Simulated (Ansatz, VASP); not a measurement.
## Be in VASP and in Ansatz

```
Be
1.0
     2.82755    0.00000    0.00000
    -1.41377    2.44873    0.00000
     0.00000    0.00000    4.66546
Be
4
Direct
  0.33333 0.66667 0.43750
  0.66667 0.33333 0.93750
  0.66667 0.33333 0.56250
  0.33333 0.66667 0.06250
```

Alike in both runs: task relaxation of cell and atoms; functional r2SCAN; k mesh 9 × 9 × 4; occupations gaussian, width 0.1 eV; no spin polarisation.

```csv
,VASP,Ansatz
version,VASP 6.6.1,Ansatz 0.2.0
potentials or method,"VASP PAW PBE potentials, release 64 (Be), cutoff 600 eV","scalar-relativistic, plane waves, PAW"
valence electrons in the cell,8,8
```

```tsv
	VASP	Ansatz	Ansatz less VASP
gap on the k mesh at the Fermi level, each at its own relaxed structure (eV)	none	none	-
relaxed volume (Å³/atom)	11.92	11.85	-0.075
relaxed length of the cell vector where the two differ most in proportion (Å)	3.719	3.710	-0.0091
```

VASP's potentials were made for PBE, not for r2SCAN. A gap of «none» marks a metal or a gap that the smearing closes.

Noted on VASP's run: the volume moved by over 15 % at a fixed basis, so the end points are rough.
